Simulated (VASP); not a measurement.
# C (Fd-3m) in VASP: further runs, part 3 of 3

VASP 6.6.1. Earlier steps stand in the parts before.

## Step 6: Single point, BLYP

This run uses another cell than the first one, of 5.56 Å³/atom, 0.925 times its volume.

File INCAR:

```
PREC = Accurate
ENCUT = 520
EDIFF = 1E-7
ISMEAR = -1
SIGMA = 0.05
LREAL = F
LASPH = T
NELM = 60
ALGO = Normal
ISIF = 2
LWAVE = F
LCHARG = F
GGA = B5
ALDAX = 1.0
AGGAX = 1.0
AGGAC = 1.0
ALDAC = 0.0
NBANDS = 11
```

File KPOINTS:

```
regular mesh
0
Gamma
  13 13 13
```

File POSCAR:

```
C
1.0
    0.0000000000      1.7714007132      1.7714007132
    1.7714007132      0.0000000000      1.7714007132
    1.7714007132      1.7714007132      0.0000000000
C
2
Direct
    0.7500000000      0.7500000000      0.7500000000
    0.5000000000      0.5000000000      0.5000000000
```

Potentials or basis: VASP PAW PBE potentials, release 64 (C).

Started as:

```
cat potpaw_PBE.64/C/POTCAR > POTCAR
mpirun -np 1 vasp_std > vasp.out
```

OUTCAR:

```text
PREC = Accurate
   ENCUT = 520
   EDIFF = 1E-7
   ISMEAR = -1
   LREAL = F
   LASPH = T
   NELM = 60
   ISIF = 2
   GGA = B5

 ion  position               nearest neighbor table
   1  0.750  0.750  0.750-   2 1.53   2 1.53   2 1.53   2 1.53
   2  0.500  0.500  0.500-   1 1.53   1 1.53   1 1.53   1 1.53

  LATTYP: Found a face centered cubic cell.
 ALAT       =     3.5428014264

  Lattice vectors:

 A1 = (   0.0000000000,   1.7714007132,   1.7714007132)
 A2 = (   1.7714007132,   0.0000000000,   1.7714007132)
 A3 = (   1.7714007132,   1.7714007132,   0.0000000000)

Analysis of symmetry for initial positions (statically):
=====================================================================
 Subroutine PRICEL returns:
 Original cell was already a primitive cell.

 Routine SETGRP: Setting up the symmetry group for a
 face centered cubic supercell.

 Subroutine GETGRP returns: Found 48 space group operations
 (whereof 24 operations were pure point group operations)
 out of a pool of 48 trial point group operations.

The static configuration has the point symmetry T_d .
 The point group associated with its full space group is O_h .

Analysis of symmetry for dynamics (positions and initial velocities):
=====================================================================
 Subroutine PRICEL returns:
 Original cell was already a primitive cell.

 Routine SETGRP: Setting up the symmetry group for a
 face centered cubic supercell.

 Subroutine GETGRP returns: Found 48 space group operations
 (whereof 24 operations were pure point group operations)
 out of a pool of 48 trial point group operations.

The dynamic configuration has the point symmetry T_d .
 The point group associated with its full space group is O_h .

 Subroutine INISYM returns: Found 48 space group operations
 (whereof 24 operations are pure point group operations),
 and found     1 'primitive' translations

----------------------------------------------------------------------------------------

                                     Primitive cell

  volume of cell :      11.1168

  direct lattice vectors                    reciprocal lattice vectors
     0.000000000  1.771400713  1.771400713    -0.282262503  0.282262503  0.282262503
     1.771400713  0.000000000  1.771400713     0.282262503 -0.282262503  0.282262503
     1.771400713  1.771400713  0.000000000     0.282262503  0.282262503 -0.282262503

  length of vectors
     2.505138913  2.505138913  2.505138913     0.488892997  0.488892997  0.488892997

  position of ions in fractional coordinates (direct lattice)
     0.750000000  0.750000000  0.750000000
     0.500000000  0.500000000  0.500000000

  ion indices of the primitive-cell ions
   primitive index   ion index
                 1           1
                 2           2

----------------------------------------------------------------------------------------

 KPOINTS: regular mesh

Automatic generation of k-mesh.
 Grid dimensions read from file:
 generate k-points for:   13   13   13

 Generating k-lattice:

[... 21 lines left out ...]
  0.230769  0.000000  0.000000      8.000000
  0.307692  0.000000  0.000000      8.000000
  0.384615  0.000000  0.000000      8.000000
[... 16 lines left out ...]
  0.384615  0.153846  0.000000     24.000000
  0.461538  0.153846  0.000000     24.000000
 [... further k-points ...]
   k-points           NKPTS =     84   k-points in BZ     NKDIM =     84   number of bands    NBANDS=     11
   number of dos      NEDOS =    301   number of ions     NIONS =      2
   total plane-waves  NPLWV =   8000
   dimension x,y,z NGX =    20 NGY =   20 NGZ =   20
   dimension x,y,z NGXF=    40 NGYF=   40 NGZF=   40
   ions per type =               2
   NGX,Y,Z   is equivalent  to a cutoff of  13.27, 13.27, 13.27 a.u.
   NGXF,Y,Z  is equivalent  to a cutoff of  26.54, 26.54, 26.54 a.u.
 SYSTEM =  unknown system
   PREC   = accura    normal or accurate (medium, high low for compatibility)
   ISTART =      0    job   : 0-new  1-cont  2-samecut
   ICHARG =      2    charge: 1-file 2-atom 10-const
   ISPIN  =      1    spin polarized calculation?
   LNONCOLLINEAR =      F non collinear calculations
   LSORBIT =      F    spin-orbit coupling
   LASPH  =      T    aspherical Exc in radial PAW
   ENCUT  =  520.0 eV  38.22 Ry    6.18 a.u.   4.66  4.66  4.66*2*pi/ulx,y,z
   NELM   =     60;   NELMIN=  2; NELMDL= -5     # of ELM steps
   EDIFF  = 0.1E-06   stopping-criterion for ELM
   LREAL  =      F    real-space projection
   EDIFFG = 0.1E-05   stopping-criterion for IOM
   NSW    =      0    number of steps for IOM
   IBRION =     -1    ionic relax: 0-MD 1-quasi-New 2-CG
   NFREE  =      0    steps in history (QN), initial steepest desc. (CG)
   ISIF   =      2    stress and relaxation
   ISYM   =      2    0-nonsym 1-usesym 2-fastsym
   POTIM  = 0.5000    time-step for ionic-motion
   TEBEG  =    0.0;   TEEND  =   0.0 temperature during run
   PSTRESS=    0.0 pullay stress
   NELECT =       8.0000    total number of electrons
   NUPDOWN=      -1.0000    fix difference up-down
   EMIN   =  10.00;   EMAX   =-10.00  energy-range for DOS
   EFERMI =   0.00;   METHOD = LEGACY
   ISMEAR =    -1;   SIGMA  =   0.05  broadening in eV -4-tet -1-fermi 0-gaus
   EFERMI_NEDOS =   21; number of points for ismear=-14 and -15
   IALGO  =     38    algorithm
   IMIX   =      4    mixing-type and parameters
     AMIX     =   0.40;   BMIX     =  1.00
     AMIX_MAG =   1.60;   BMIX_MAG =  1.00
  volume/ion in A,a.u.               =       5.56        37.51
  Fermi-wavevector in a.u.,A,eV,Ry     =   1.467049  2.772321 29.282913  2.152233
  Thomas-Fermi vector in A             =   2.582714
   LORBIT       =      0    0 simple, 1 ext, 2 COOP (PROOUT), +10 PAW based schemes
   GGA     = B5    functional components
   LHFCALC =     F    Hartree Fock is set to
   AEXX    =    0.0000 exact exchange contribution
   IVDW    =     0    specifies the selected vdW correction
   LEPSILON=     F    determine dielectric tensor
   LRPA    =     F    only Hartree local field effects (RPA)
 non-spin polarized calculation
  energy-cutoff  :      520.00
  volume of cell :       11.12
 maximum number of plane-waves:       310
   NGX =  9   NGY =  9   NGZ =  9

 number of electron       7.9999999 magnetization

 Free energy of the ion-electron system (eV)
  ---------------------------------------------------
  ext. energy  EPLUGINS =         0.00000000
  ---------------------------------------------------
  free energy    TOTEN  =       -16.69462368 eV

  energy without entropy =      -16.69462368  energy(sigma->0) =      -16.69462368

 E-fermi :  11.3588     XC(G=0): -12.6429

 val. band max:       10.3078224978   @ k =   0.0000   0.0000   0.0000
 cond. band min:      14.8287906858   @ k =   0.3846   0.3846   0.0000
 fundamental gap:      4.5209681879
 Fermi energy:        11.3587740201

 k-point     1 :       0.0000    0.0000    0.0000
  band No.  band energies     occupation
      1     -11.1525      2.00000
      2      10.3078      2.00000
      3      10.3078      2.00000
      4      10.3078      2.00000
      5      16.1107      0.00000
      6      16.1107      0.00000
      7      16.1107      0.00000
      8      24.2214      0.00000
      9      30.3854      0.00000
     10      37.4568      0.00000
     11      37.4568      0.00000
[... 309 lines left out ...]
 k-point    24 :       0.4615    0.1538    0.0000
  band No.  band energies     occupation
      1      -6.1128      2.00000
      2      -0.8758      2.00000
      3       5.9116      2.00000
      4       6.4154      2.00000
      5      17.7347      0.00000
      6      21.1517      0.00000
      7      21.5801      0.00000
      8      24.6306      0.00000
      9      31.4314      0.00000
     10      34.1004      0.00000
     11      37.9886      0.00000

 [... further k-points ...]

------------------------ aborting loop because EDIFF is reached ----------------------------------------

  FORCE on cell =-STRESS in cart. coord.  units (eV):
  Direction    XX          YY          ZZ          XY          YZ          ZX
  --------------------------------------------------------------------------------------
  -------------------------------------------------------------------------------------
  Total        1.4708310      1.4708310      1.4708310     -0.0000000     -0.0000000      0.0000000
  in kB      211.9790309    211.9790309    211.9790309     -0.0000000     -0.0000000      0.0000000
  external PRESSURE =     211.9790309 kB  Pullay stress =       0.0000000 kB

 VOLUME and BASIS-vectors are now :
 -----------------------------------------------------------------------------
  energy-cutoff  :      520.00
  volume of cell :       11.12
      direct lattice vectors                 reciprocal lattice vectors
     0.000000000  1.771400713  1.771400713    -0.282262503  0.282262503  0.282262503
     1.771400713  0.000000000  1.771400713     0.282262503 -0.282262503  0.282262503
     1.771400713  1.771400713  0.000000000     0.282262503  0.282262503 -0.282262503

 POSITION                                       TOTAL-FORCE (eV/Angst)
 -----------------------------------------------------------------------------------
      2.65710      2.65710      2.65710        -0.000000     -0.000000     -0.000000
      1.77140      1.77140      1.77140         0.000000      0.000000      0.000000
 -----------------------------------------------------------------------------------
    total drift:                               -0.000000     -0.000000     -0.000000

  FREE ENERGIE OF THE ION-ELECTRON SYSTEM (eV)
  ---------------------------------------------------
  free  energy   TOTEN  =       -16.6946236794 eV

  energy  without entropy=      -16.6946236794  energy(sigma->0) =      -16.69462368
```

OSZICAR:

```text
N       E                     dE             d eps       ncg     rms          rms(c)
DAV:   1     0.268308597140E+01    0.26831E+01   -0.47555E+03  1928   0.698E+02
DAV:   2    -0.171067943651E+02   -0.19790E+02   -0.19245E+02  2445   0.131E+02
DAV:   3    -0.174878060576E+02   -0.38101E+00   -0.38012E+00  2147   0.136E+01
DAV:   4    -0.174884700674E+02   -0.66401E-03   -0.66400E-03  2015   0.706E-01
DAV:   5    -0.174884708587E+02   -0.79138E-06   -0.79136E-06  2122   0.235E-02    0.581E+00
DAV:   6    -0.168989822433E+02    0.58949E+00   -0.33331E-01  1905   0.417E+00    0.341E+00
DAV:   7    -0.166926145237E+02    0.20637E+00   -0.44660E-01  1989   0.482E+00    0.790E-01
DAV:   8    -0.166946078977E+02   -0.19934E-02   -0.11584E-02  1932   0.838E-01    0.455E-02
DAV:   9    -0.166946150221E+02   -0.71244E-05   -0.70481E-05  2165   0.699E-02    0.311E-02
DAV:  10    -0.166946236290E+02   -0.86069E-05   -0.78884E-06  1920   0.249E-02    0.961E-03
DAV:  11    -0.166946236794E+02   -0.50398E-07   -0.25955E-07  2223   0.462E-03
   1 F= -.16694624E+02 E0= -.16694624E+02  d E =-.234228E-11
```

Run time: 9.2 s. Hardware: 1 thread of Intel Xeon Platinum 8375C at 2.90GHz (Ice Lake), shared host; peak memory 0.12 GiB.

What came out:

```
Free energy            : -16.6946 eV
Pressure               : 21.2 GPa
Band gap on the k mesh : 4.52 eV, indirect (least direct gap 5.80 eV)
```

Levels at points of the mesh, in eV from the valence-band top:
| k point | band 1 | band 2 | band 3 | band 4 | band 5 | band 6 | band 7 | band 8 |
| --- | --- | --- | --- | --- | --- | --- | --- | --- |
| (0.00, 0.00, 0.00) | -21.46 | 0.00 | 0.00 | 0.00 | 5.80 | 5.80 | 5.80 | 13.91 |

Caveat: the PAW data sets were made with another functional, which shifts forces and pressure a little. A k mesh can miss the band edges.

## Step 7: The runs side by side

| level | potentials or basis | cell | k mesh | smearing | gap on the mesh (eV) | pressure (GPa) |
| --- | --- | --- | --- | --- | --- | --- |
| LDA | VASP PAW LDA potentials, release 64 (C) | a = 2.572 Å, angles 60.0°, 2 atoms | 13 × 13 × 13 | gaussian 0.05 eV | 3.97 | -33.8 |
| PBE | VASP PAW PBE potentials, release 64 (C) | a = 2.522 Å, angles 60.0°, 2 atoms | 4 × 4 × 4 | fermi-dirac 0.05 eV | 4.43 | 3.6 |
| BLYP | VASP PAW PBE potentials, release 64 (C) | a = 2.471 Å, angles 60.0°, 2 atoms | 13 × 13 × 13 | fermi-dirac 0.05 eV | 4.63 | 43.0 |
| BLYP | VASP PAW PBE potentials, release 64 (C) | a = 2.488 Å, angles 60.0°, 2 atoms | 13 × 13 × 13 | fermi-dirac 0.05 eV | 4.57 | 31.6 |
| BLYP | VASP PAW PBE potentials, release 64 (C) | a = 2.505 Å, angles 60.0°, 2 atoms | 13 × 13 × 13 | fermi-dirac 0.05 eV | 4.52 | 21.2 |

Alike in all rows: task single point; no spin polarisation; cutoff (eV) 520.

Caveats: some runs use coarse meshes; the PAW data sets were made with another functional, which shifts forces and pressure a little (some runs).

Total energies depend on the potentials used, so only differences within one code and one set of settings carry meaning.
